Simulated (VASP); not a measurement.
Set up this calculation in VASP 6.6.1, as the native input.

* Task: single point
* Functional: PBE
* Potentials or basis: VASP PAW PBE potentials, release 64 (Lu, Sc_sv, N)
* Cutoff: 520 eV
* k mesh: 6 × 6 × 2
* Occupations: gaussian, width 0.1 eV
* Spin: no spin polarisation
* Dipole correction: no
* Further INCAR settings: ALGO = Normal; EDIFF = 1e-06; NBANDS = 53

The structure of Lu2Sc3N lies in POSCAR:

```
Lu2Sc3N
1.0
    4.2488328400      0.0000000000      0.0000000000
   -2.1244164200      3.6795971800      0.0000000000
    0.0000000000      0.0000000000      9.2558642600
Lu Sc N
2 3 1
Direct
    0.3333333300      0.6666666700      0.2516720000
    0.3333333300      0.6666666700      0.7483280000
    0.6666666700      0.3333333300      0.5000000000
    0.0000000000      0.0000000000      0.0000000000
    0.0000000000      0.0000000000      0.5000000000
    0.6666666700      0.3333333300      0.0000000000
```

One way to write it, as run:

INCAR

```
  PREC = Accurate
  ENCUT = 520
  EDIFF = 1E-6
  ISMEAR = 0
  SIGMA = 0.1
  LREAL = F
  LASPH = T
  NELM = 60
  ALGO = Normal
  ISIF = 2
  LWAVE = F
  LCHARG = F
  GGA = PE
  NBANDS = 53
```

KPOINTS

```
regular mesh
0
Gamma
  6 6 2
```

Potentials or basis: VASP PAW PBE potentials, release 64 (Lu, Sc_sv, N).

Run with:

```console
$ cat potpaw_PBE.64/Lu/POTCAR potpaw_PBE.64/Sc_sv/POTCAR potpaw_PBE.64/N/POTCAR > POTCAR
$ mpirun -np 1 vasp_std > vasp.out
```

It gave:

- Pressure: -4.2 GPa
- Largest force: 0.078 eV/Å
- Band gap on the k mesh: zero (band 44 reaches 3.10 eV, above the bottom of band 45 at 2.89 eV)

Caveat: spin-orbit coupling is left out, which moves the levels of the heavy elements.

Run time: 4.5 min on 1 thread of Intel Xeon 8259CL, on a shared host, peak memory 0.32 GiB.
